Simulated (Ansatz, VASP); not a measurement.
One calculation of ZnS, two programs

INCAR

```
PREC = Accurate
ENCUT = 520
EDIFF = 1E-6
ISMEAR = 0
SIGMA = 0.1
LREAL = F
LASPH = T
NELM = 80
ALGO = Normal
ISIF = 2
LWAVE = F
LCHARG = F
LDIPOL = T
IDIPOL = 3
DIPOL = 0.5 0.5 0.500
GGA = PE
NBANDS = 26
```

KPOINTS

```
regular mesh
0
Gamma
  6 6 1
```

The input POSCAR:

```
ZnS
1.0
    3.4496975800      0.0000000000      0.0000000000
    0.0000000000      3.4496975800      0.0000000000
    0.0000000000      0.0000000000     17.0000000000
Zn S
2 2
Direct
    0.5000000000      0.0000000000      0.4338477800
    0.0000000000      0.5000000000      0.5661522200
    0.0000000000      0.5000000000      0.4180521200
    0.5000000000      0.0000000000      0.5819478800
```

Input for Ansatz:

```yaml
crystal:
  lattice:
    - [3.44969758, 0.0, 0.0]
    - [0.0, 3.44969758, 0.0]
    - [0.0, 0.0, 17.0]
  atoms:
    - { symbol: Zn, position: [0.5, 0.0, 0.43384778] }
    - { symbol: Zn, position: [0.0, 0.5, 0.56615222] }
    - { symbol: S, position: [0.0, 0.5, 0.41805212] }
    - { symbol: S, position: [0.5, 0.0, 0.58194788] }
  periodic: [true, true, false]
basis:
  ecutwfc: 420
kpoints:
  mp_grid: { grid: [6, 6, 1] }
hamiltonian:
  xc: pbe
scf:
  occupations: { method: gaussian, width: 0.1 }
  lower_state_search: "off"
output:
  forces: true
  stress: true
  eigenvalues: true
```

Change from the starting cell: species swapped into a sheet of the AgBr type.

Alike in both runs: task single point; functional PBE; k mesh 6 × 6 × 1; occupations gaussian, width 0.1 eV; no spin polarisation.

```csv
,VASP,Ansatz
version,VASP 6.6.1,Ansatz 0.2.0
potentials or method,"VASP PAW PBE potentials, release 64 (Zn, S), cutoff 520 eV","scalar-relativistic, plane waves, PAW"
valence electrons in the cell,36,36
```

VASP gave:

| Item | Value |
| --- | --- |
| gap on the k mesh at the Fermi level (eV) | 0.41 |
| least direct gap on the mesh (eV) | 2.59 |
| rms of the force components (eV/Å) | 0.160 |

Task: What did Ansatz give for the same quantities?

Result: gap on the k mesh at the Fermi level (eV): 0.42; least direct gap on the mesh (eV): 2.61; rms of the force components (eV/Å): 0.154.

Atom by atom the forces differ by 0.009 eV/Å (rms over components). Ansatz's warnings: slab cell height set.
